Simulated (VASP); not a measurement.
# V (Im-3m) in VASP: single point with PBEsol

Aim: the single point of V with PBEsol.

Program: VASP 6.6.1. These are calculated values, not measurements. Logs are shortened: lines on timing, memory, paths and dates and some standing lists are left out, and cuts for length are marked.

## Step 1: The cell of the first run

It takes space group Im-3m (No. 229, cubic). The conventional cell has a = 2.958 Å, b = 2.958 Å, c = 2.958 Å, α = 90.00°, β = 90.00°, γ = 90.00°. V (site symmetry m-3m) has 14 V at 2.56 to 2.96 Å within 3.4 Å.

## Step 2: Single point, PBEsol, collinear spin, antiferromagnetic start

INCAR reads:

```
SYSTEM = V
PREC     = Accurate       ! precision mode
ENCUT    = 520            ! plane-wave cutoff, eV
EDIFF    = 1E-7           ! SCF threshold, eV
ISMEAR   = 0              ! smearing method
SIGMA    = 0.05           ! smearing width, eV
LREAL    = .False.        ! projectors in reciprocal space
LASPH    = .True.         ! aspherical terms in the spheres
NELM     = 150            ! most SCF steps
ALGO     = Normal         ! electronic algorithm
ISIF     = 2              ! what is computed and relaxed
LWAVE    = .False.        ! write WAVECAR
LCHARG   = .False.        ! write CHGCAR
ISPIN    = 2              ! spin polarisation
MAGMOM   = 1 -1           ! initial moments
LORBIT   = 11             ! projections on sites
LMAXMIX  = 4              ! l up to which the mixer works
GGA      = PS             ! functional
NBANDS   = 24             ! bands
```

KPOINTS reads:

```
Automatic mesh
0
Gamma
  20 20 10
  0 0 0
```

POSCAR reads:

```
V
1.0
   -1.4792009239      1.4792009239      1.4792009239
    1.4792009239     -1.4792009239      1.4792009239
    2.9584018478      2.9584018478     -2.9584018478
V
2
Direct
    0.0000000000      0.0000000000      0.0000000000
    0.0000000000      0.0000000000      0.5000000000
```

Potentials or basis: VASP PAW PBE potentials, release 64 (V_sv).

Started as:

```console
cat potpaw_PBE.64/V_sv/POTCAR > POTCAR
mpirun -np 1 vasp_std > vasp.out
```

OUTCAR:

```text
SYSTEM = V
   PREC = Accurate
   ENCUT = 520
   EDIFF = 1E-7
   ISMEAR = 0
   LREAL = .False.
   LASPH = .True.
   NELM = 150
   ISIF = 2
   ISPIN = 2
   LORBIT = 11
   GGA = PS

 ion  position               nearest neighbor table
   1  0.000  0.000  0.000-   2 2.56   2 2.56   2 2.56   2 2.56
   2  0.000  0.000  0.500-   1 2.56   1 2.56   1 2.56   1 2.56

  LATTYP: Found a base centered orthorhombic cell.
 ALAT       =     2.9584018478
 B/A-ratio  =     1.4142135624
 C/A-ratio  =     1.4142135624

  Lattice vectors:

 A1 = (  -1.4792009239,   1.4792009239,   1.4792009239)
 A2 = (   1.4792009239,  -1.4792009239,   1.4792009239)
 A3 = (   2.9584018478,   2.9584018478,   0.0000000000)

Analysis of symmetry for initial positions (statically):
=====================================================================
 Subroutine PRICEL returns following result:

  LATTYP: Found a body centered cubic cell.
 ALAT       =     2.9584018478

  Lattice vectors:

 A1 = (  -1.4792009239,   1.4792009239,   1.4792009239)
 A2 = (   1.4792009239,  -1.4792009239,   1.4792009239)
 A3 = (   1.4792009239,   1.4792009239,  -1.4792009239)

   2 primitive cells build up your supercell.

 Routine SETGRP: Setting up the symmetry group for a
 base centered orthorhombic supercell.

 Subroutine GETGRP returns: Found  8 space group operations
 (whereof  8 operations were pure point group operations)
 out of a pool of  8 trial point group operations.

The static configuration has the point symmetry D_2h.

Analysis of symmetry for dynamics (positions and initial velocities):
=====================================================================
 Subroutine PRICEL returns following result:

  LATTYP: Found a body centered cubic cell.
 ALAT       =     2.9584018478

  Lattice vectors:

 A1 = (  -1.4792009239,   1.4792009239,   1.4792009239)
 A2 = (   1.4792009239,  -1.4792009239,   1.4792009239)
 A3 = (   1.4792009239,   1.4792009239,  -1.4792009239)

   2 primitive cells build up your supercell.

 Routine SETGRP: Setting up the symmetry group for a
 base centered orthorhombic supercell.

 Subroutine GETGRP returns: Found  8 space group operations
 (whereof  8 operations were pure point group operations)
 out of a pool of  8 trial point group operations.

The dynamic configuration has the point symmetry D_2h.

Analysis of structural, dynamic, and magnetic symmetry:
=====================================================================
 Subroutine PRICEL returns following result:

  LATTYP: Found a body centered cubic cell.
 ALAT       =     2.9584018478

  Lattice vectors:

 A1 = (  -1.4792009239,   1.4792009239,   1.4792009239)
 A2 = (   1.4792009239,  -1.4792009239,   1.4792009239)
 A3 = (   1.4792009239,   1.4792009239,  -1.4792009239)

   2 primitive cells build up your supercell.

 Routine SETGRP: Setting up the symmetry group for a
 base centered orthorhombic supercell.

 Subroutine GETGRP returns: Found  8 space group operations
 (whereof  8 operations were pure point group operations)
 out of a pool of  8 trial point group operations.

The overall configuration has the point symmetry D_2h.

 Subroutine INISYM returns: Found  8 space group operations
 (whereof  8 operations are pure point group operations),
 and found     2 'primitive' translations

----------------------------------------------------------------------------------------

                                     Primitive cell

  volume of cell :      12.9462

  direct lattice vectors                    reciprocal lattice vectors
    -1.479200924  1.479200924  1.479200924     0.000000000  0.338020341  0.338020341
     1.479200924 -1.479200924  1.479200924     0.338020341  0.000000000  0.338020341
     1.479200924  1.479200924 -1.479200924     0.338020341  0.338020341  0.000000000

  length of vectors
     2.562051155  2.562051155  2.562051155     0.478032950  0.478032950  0.478032950

  position of ions in fractional coordinates (direct lattice)
     0.000000000  0.000000000  0.000000000

  ion indices of the primitive-cell ions
   primitive index   ion index
                 1           1

----------------------------------------------------------------------------------------

 KPOINTS: Automatic mesh

Automatic generation of k-mesh.
 Grid dimensions read from file:
 generate k-points for:   20   20   10

 Generating k-lattice:

  Cartesian coordinates                     Fractional coordinates (reciprocal lattice)
     0.000000000  0.016901017  0.016901017     0.050000000  0.000000000  0.000000000
     0.016901017  0.000000000  0.016901017     0.000000000  0.050000000  0.000000000
     0.016901017  0.016901017  0.000000000     0.000000000  0.000000000  0.100000000

  Length of vectors
     0.023901647  0.023901647  0.023901647

  Shift w.r.t. Gamma in fractional coordinates (k-lattice)
     0.000000000  0.000000000  0.000000000

 Subroutine IBZKPT returns following result:
 ===========================================

 Found    616 irreducible k-points:

 Following reciprocal coordinates:
            Coordinates               Weight
  0.000000  0.000000  0.000000      1.000000
  0.050000  0.000000  0.000000      8.000000
  0.100000  0.000000  0.000000      8.000000
  0.150000  0.000000  0.000000      8.000000
  0.200000  0.000000  0.000000      8.000000
  0.250000  0.000000  0.000000      8.000000
[... 16 lines left out ...]
 -0.400000  0.050000 -0.000000      8.000000
 -0.350000  0.050000  0.000000      8.000000
 [... further k-points ...]
   k-points           NKPTS =    616   k-points in BZ     NKDIM =    616   number of bands    NBANDS=     24
   number of dos      NEDOS =    301   number of ions     NIONS =      2
   total plane-waves  NPLWV =  16000
   dimension x,y,z NGX =    20 NGY =   20 NGZ =   40
   dimension x,y,z NGXF=    40 NGYF=   40 NGZF=   80
   ions per type =               2
   NGX,Y,Z   is equivalent  to a cutoff of  12.98, 12.98, 12.98 a.u.
   NGXF,Y,Z  is equivalent  to a cutoff of  25.96, 25.96, 25.96 a.u.
 SYSTEM =  V
   PREC   = accura    normal or accurate (medium, high low for compatibility)
   ISTART =      0    job   : 0-new  1-cont  2-samecut
   ICHARG =      2    charge: 1-file 2-atom 10-const
   ISPIN  =      2    spin polarized calculation?
   LNONCOLLINEAR =      F non collinear calculations
   LSORBIT =      F    spin-orbit coupling
   LASPH  =      T    aspherical Exc in radial PAW
   ENCUT  =  520.0 eV  38.22 Ry    6.18 a.u.   4.76  4.76  9.53*2*pi/ulx,y,z
   NELM   =    150;   NELMIN=  2; NELMDL= -5     # of ELM steps
   EDIFF  = 0.1E-06   stopping-criterion for ELM
   LREAL  =      F    real-space projection
   EDIFFG = 0.1E-05   stopping-criterion for IOM
   NSW    =      0    number of steps for IOM
   IBRION =     -1    ionic relax: 0-MD 1-quasi-New 2-CG
   NFREE  =      0    steps in history (QN), initial steepest desc. (CG)
   ISIF   =      2    stress and relaxation
   ISYM   =      2    0-nonsym 1-usesym 2-fastsym
   POTIM  = 0.5000    time-step for ionic-motion
   TEBEG  =    0.0;   TEEND  =   0.0 temperature during run
   PSTRESS=    0.0 pullay stress
   NELECT =      26.0000    total number of electrons
   NUPDOWN=      -1.0000    fix difference up-down
   EMIN   =  10.00;   EMAX   =-10.00  energy-range for DOS
   EFERMI =   0.00;   METHOD = LEGACY
   ISMEAR =     0;   SIGMA  =   0.05  broadening in eV -4-tet -1-fermi 0-gaus
   EFERMI_NEDOS =   21; number of points for ismear=-14 and -15
   IALGO  =     38    algorithm
   IMIX   =      4    mixing-type and parameters
     AMIX     =   0.40;   BMIX     =  1.00
     AMIX_MAG =   1.60;   BMIX_MAG =  1.00
  volume/ion in A,a.u.               =      12.95        87.37
  Fermi-wavevector in a.u.,A,eV,Ry     =   1.639364  3.097949 36.565861  2.687515
  Thomas-Fermi vector in A             =   2.730182
   LORBIT       =     11    0 simple, 1 ext, 2 COOP (PROOUT), +10 PAW based schemes
   GGA     = PS    functional components
   LHFCALC =     F    Hartree Fock is set to
   AEXX    =    0.0000 exact exchange contribution
   IVDW    =     0    specifies the selected vdW correction
   LEPSILON=     F    determine dielectric tensor
   LRPA    =     F    only Hartree local field effects (RPA)
 spin polarized calculation
 Gauss-broadening in eV      SIGMA  =   0.05
  energy-cutoff  :      520.00
  volume of cell :       25.89
 maximum number of plane-waves:       720
   NGX =  9   NGY =  9   NGZ = 19

 number of electron      26.0000004 magnetization      -0.0000000

 number of electron      26.0000004 magnetization       0.0000000

 Free energy of the ion-electron system (eV)
  ---------------------------------------------------
  ext. energy  EPLUGINS =         0.00000000
  ---------------------------------------------------
  free energy    TOTEN  =       -19.27174227 eV

  energy without entropy =      -19.26697501  energy(sigma->0) =      -19.26935864

 E-fermi :  10.0492     XC(G=0): -13.2779

 val. band max:       10.0441410727   @ k =  -0.2000   0.2500   0.1000
 cond. band min:      10.0542573257   @ k =   0.0000   0.0000   0.4000
 fundamental gap:      0.0101162530
 Fermi energy:        10.0492430775

 spin component 1

 k-point     1 :       0.0000    0.0000    0.0000
  band No.  band energies     occupation
      1     -53.3731      1.00000
      2     -53.1374      1.00000
      3     -27.7364      1.00000
      4     -27.0242      1.00000
      5     -26.7137      1.00000
      6     -26.7047      1.00000
[... 16 lines left out ...]
     23      30.4086      0.00000
     24      30.8598      0.00000

 k-point     2 :       0.0500    0.0000    0.0000
  band No.  band energies     occupation
      1     -53.3674      1.00000
      2     -53.1374      1.00000
      3     -27.7221      1.00000
      4     -27.0296      1.00000
      5     -26.7312      1.00000
      6     -26.7239      1.00000
[... 16 lines left out ...]
     23      30.0608      0.00000
     24      30.7016      0.00000
[... 565 lines left out ...]
     23      25.7296      0.00000
     24      26.9580      0.00000

 k-point    24 :      -0.3500    0.0500    0.0000
  band No.  band energies     occupation
      1     -53.2004      1.00000
      2     -53.1246      1.00000
      3     -27.6015      1.00000
      4     -27.4643      1.00000
      5     -27.1336      1.00000
      6     -26.9419      1.00000
[... 16 lines left out ...]
     23      24.7108      0.00000
     24      27.6329      0.00000

 [... further k-points ...]

 spin component 2

 k-point     1 :       0.0000    0.0000    0.0000
  band No.  band energies     occupation
      1     -53.3731      1.00000
      2     -53.1374      1.00000
      3     -27.7364      1.00000
      4     -27.0242      1.00000
      5     -26.7137      1.00000
      6     -26.7047      1.00000
[... 16 lines left out ...]
     23      30.4086      0.00000
     24      30.8598      0.00000

 k-point     2 :       0.0500    0.0000    0.0000
  band No.  band energies     occupation
      1     -53.3674      1.00000
      2     -53.1374      1.00000
      3     -27.7221      1.00000
      4     -27.0296      1.00000
      5     -26.7312      1.00000
      6     -26.7239      1.00000
[... 16 lines left out ...]
     23      30.0608      0.00000
     24      30.7016      0.00000
[... 565 lines left out ...]
     23      25.7296      0.00000
     24      26.9580      0.00000

 k-point    24 :      -0.3500    0.0500    0.0000
  band No.  band energies     occupation
      1     -53.2004      1.00000
      2     -53.1246      1.00000
      3     -27.6015      1.00000
      4     -27.4643      1.00000
      5     -27.1336      1.00000
      6     -26.9419      1.00000
[... 16 lines left out ...]
     23      24.7108      0.00000
     24      27.6329      0.00000

 [... further k-points ...]

------------------------ aborting loop because EDIFF is reached ----------------------------------------

  FORCE on cell =-STRESS in cart. coord.  units (eV):
  Direction    XX          YY          ZZ          XY          YZ          ZX
  --------------------------------------------------------------------------------------
  -------------------------------------------------------------------------------------
  Total        0.0455487      0.0455487      0.0455475     -0.0001956      0.0000000      0.0000000
  in kB        2.8184796      2.8184796      2.8184092     -0.0121016      0.0000000      0.0000000
  external PRESSURE =       2.8184561 kB  Pullay stress =       0.0000000 kB

 VOLUME and BASIS-vectors are now :
 -----------------------------------------------------------------------------
  energy-cutoff  :      520.00
  volume of cell :       25.89
      direct lattice vectors                 reciprocal lattice vectors
    -1.479200924  1.479200924  1.479200924     0.000000000  0.338020341  0.338020341
     1.479200924 -1.479200924  1.479200924     0.338020341  0.000000000  0.338020341
     2.958401848  2.958401848 -2.958401848     0.169010170  0.169010170  0.000000000

 POSITION                                       TOTAL-FORCE (eV/Angst)
 -----------------------------------------------------------------------------------
      0.00000      0.00000      0.00000         0.000000      0.000000      0.000000
      1.47920      1.47920     -1.47920        -0.000000      0.000000      0.000000
 -----------------------------------------------------------------------------------
    total drift:                                0.000000     -0.000000      0.000000

  FREE ENERGIE OF THE ION-ELECTRON SYSTEM (eV)
  ---------------------------------------------------
  free  energy   TOTEN  =       -19.2717422740 eV

  energy  without entropy=      -19.2669750085  energy(sigma->0) =      -19.26935864

 total charge

# of ion       s       p       d       tot
------------------------------------------
    1        2.355   6.237   3.136  11.728
    2        2.355   6.237   3.136  11.728
--------------------------------------------------
tot          4.710  12.475   6.271  23.457

 magnetization (x)

# of ion       s       p       d       tot
------------------------------------------
    1        0.000   0.000   0.000   0.000
    2       -0.000  -0.000  -0.000  -0.000
--------------------------------------------------
tot          0.000   0.000   0.000   0.000
```

Run time: 11 min. Hardware: 1 thread of Oxide Virtual Turin-like, shared host; peak memory 0.52 GiB.

Results:

```yaml
Free_energy: -19.2717 eV
Pressure: 0.3 GPa
Band_gap_on_the_k_mesh: zero (filled and empty bands overlap)
Net_moment: 0.00 μB per cell
Valence_electrons_inside_the_program's_atomic_spheres: V 11.73
```

Levels at points of the mesh, in eV from the Fermi level:
Spin up:
```csv
k point,band 11,band 12,band 13,band 14,band 15,band 16
"(0.00, 0.00, 0.00)",-1.20,0.43,0.43,0.43,1.81,2.54
"(0.50, 0.00, 0.00)",-1.20,-1.20,1.81,1.81,2.55,2.55
"(0.50, 0.50, 0.00)",-3.18,-1.20,1.81,2.55,2.93,3.95
"(0.00, 0.00, 0.50)",-0.45,-0.45,-0.02,-0.02,2.15,2.15
"(0.50, 0.00, 0.50)",-1.21,-1.21,-0.47,-0.47,2.32,2.32
"(0.50, 0.50, 0.50)",-1.67,-1.67,0.80,0.80,1.66,1.66
```
Spin down:
| k point | band 9 | band 10 | band 11 | band 12 | band 13 | band 14 | band 15 | band 16 | band 17 | band 18 |
| --- | --- | --- | --- | --- | --- | --- | --- | --- | --- | --- |
| (0.00, 0.00, 0.00) | -6.67 | -3.31 | -1.20 | 0.43 | 0.43 | 0.43 | 1.81 | 2.54 | 2.54 | 2.55 |
| (0.50, 0.00, 0.00) | -3.31 | -3.31 | -1.20 | -1.20 | 1.81 | 1.81 | 2.55 | 2.55 | 2.93 | 2.93 |
| (0.50, 0.50, 0.00) | -3.31 | -3.18 | -3.18 | -1.20 | 1.81 | 2.55 | 2.93 | 3.95 | 3.95 | 3.95 |
| (0.00, 0.00, 0.50) | -4.47 | -4.47 | -0.45 | -0.45 | -0.02 | -0.02 | 2.15 | 2.15 | 2.20 | 2.20 |
| (0.50, 0.00, 0.50) | -2.22 | -2.22 | -1.21 | -1.21 | -0.47 | -0.47 | 2.32 | 2.32 | 3.05 | 3.05 |
| (0.50, 0.50, 0.50) | -2.38 | -2.38 | -1.67 | -1.67 | 0.80 | 0.80 | 1.66 | 1.66 | 4.16 | 4.16 |

Caveat: the moments typed at the start vanished in this run; the PAW data sets were made with another functional, which shifts forces and pressure a little.
